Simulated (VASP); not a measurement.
A run of VASP 6.6.1 is set up as follows.

The input INCAR:

```
SYSTEM = W
ALGO     = Normal         ! electronic algorithm
EDIFF    = 1E-6           ! SCF threshold, eV
ENCUT    = 520            ! plane-wave cutoff, eV
GGA      = PS             ! functional
ISIF     = 2              ! what is computed and relaxed
ISMEAR   = 0              ! smearing method
LASPH    = .True.         ! aspherical terms in the spheres
LCHARG   = .False.        ! write CHGCAR
LREAL    = .False.        ! projectors in reciprocal space
LWAVE    = .False.        ! write WAVECAR
NBANDS   = 21             ! bands
NELM     = 100            ! most SCF steps
PREC     = Accurate       ! precision mode
SIGMA    = 0.1            ! smearing width, eV
```

The input KPOINTS:

```
k-points
0
Gamma
  8 8 8
  0 0 0
```

Contents of POSCAR:

```
W
1.0
   -2.5304602168      2.5304602168      1.3342885957
    2.5304602168     -2.5304602168      1.3342885957
    2.5304602168      2.5304602168     -1.3342885957
W
2
Direct
    0.0000000000      0.0000000000      0.0000000000
    0.7500000000      0.2500000000      0.5000000000
```

Potentials or basis: VASP PAW PBE potentials, release 64 (W_sv).

Command:

```sh
$ cat potpaw_PBE.64/W_sv/POTCAR > POTCAR
$ mpirun -np 1 vasp_std > vasp.out
```

Q: Estimate the pressure.

A: 0.7 GPa.

Q: What does it give for the band gap on the k mesh?

A: Zero (bands 14 and 15 overlap by 2.78 eV).

Caveat: the PAW data sets were made with another functional, which shifts forces and pressure a little; spin-orbit coupling is left out, which moves the levels of the heavy elements.
